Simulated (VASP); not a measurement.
Wanted: the native input for a VASP 6.6.1 run.

```
Task                   : electric field gradients
Functional             : LDA
Potentials or basis    : VASP PAW LDA potentials, release 64 (Bi_d)
Cutoff                 : 520 eV
k mesh                 : 11 × 11 × 11
Occupations            : fermi-dirac, width 0.03 eV
Spin                   : no spin polarisation
Dipole correction      : no
Further INCAR settings : ALGO = Normal; EDIFF = 1e-08; NBANDS = 22
```

The structure of Bi lies in POSCAR:

```
Bi
1.0
    2.2729996784      1.3123169762      4.0330800000
   -2.2729996784      1.3123169762      4.0330800000
    0.0000000000     -2.6246339523      4.0330800000
Bi
2
Direct
    0.2338900000      0.2338900000      0.2338900000
    0.7661100000      0.7661100000      0.7661100000
```

This cell differs from its parent crystal: zz strain of +2 %.

These files were run (other wordings do the same):

INCAR

```
SYSTEM = Bi
PREC = Accurate ; ENCUT = 520
EDIFF = 1E-8 ; ISMEAR = -1
SIGMA = 0.03 ; LREAL = .FALSE.
LASPH = .TRUE. ; NELM = 60
ALGO = Normal ; ISIF = 2
LWAVE = .FALSE. ; LCHARG = .FALSE.
GGA = CA ; LEFG = .TRUE.
NBANDS = 22
```

KPOINTS

```
regular mesh
0
G
  11 11 11
  0 0 0
```

Potentials or basis: VASP PAW LDA potentials, release 64 (Bi_d).

Launch:

```sh
$ cat potpaw_LDA.64/Bi_d/POTCAR > POTCAR
$ mpirun -np 1 vasp_std > vasp.out
```

It gave:

```json
{
  "Pressure": "-2.5 GPa",
  "Largest force": "0.064 eV/Å",
  "Band gap on the k mesh": "zero (bands 15 and 16 overlap by 0.09 eV)",
  "Largest electric field gradient by atom": "Bi -18.2 V/Å²"
}
```

Caveat: the cell differs from its parent crystal (zz strain of +2 %); without QUAD_EFG the Cq values of the log hold for a quadrupole moment of 1 mb, not for the nuclei; spin-orbit coupling is left out, which moves the levels of the heavy elements.

It took 4.8 min on 1 thread of Intel Xeon 8259CL, on a shared host, peak memory 0.3 GiB.
